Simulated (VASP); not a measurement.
A run of VASP 6.6.1:

The input INCAR:

```
SYSTEM = Bi
PREC = Accurate
ENCUT = 400
EDIFF = 1E-8
ISMEAR = -1
SIGMA = 0.03
LREAL = .False.
LASPH = .True.
NELM = 120
ALGO = Normal
ISIF = 2
LWAVE = .False.
LCHARG = .False.
GGA = CA
LEFG = .True.
NBANDS = 22
GGA_COMPAT = .False.
```

Contents of KPOINTS:

```
regular mesh
0
Gamma
  11 11 11
  0 0 0
```

File POSCAR:

```
Bi
1.0
    2.2502696816      1.2991938064      3.9540000000
   -2.2502696816      1.2991938064      3.9540000000
    0.0000000000     -2.5983876128      3.9540000000
Bi
2
Direct
    0.2338900000      0.2338900000      0.2338900000
    0.7661100000      0.7661100000      0.7661100000
```

Potentials or basis: VASP PAW LDA potentials, release 64 (Bi_d).

Run with:

```bash
$ cat potpaw_LDA.64/Bi_d/POTCAR > POTCAR
$ mpirun -np 1 vasp_std > vasp.out
```

Hardware: 1 thread of Intel(R) Xeon(R) Platinum 8375C CPU @ 2.90GHz (Ice Lake), with other jobs on the host.

Question: How long does it take, and how much memory?

Answer: It took 110 s on 1 thread of Intel(R) Xeon(R) Platinum 8375C CPU @ 2.90GHz (Ice Lake), on a shared host, peak memory 0.23 GiB. Counts: scf iterations 12, k points 146.
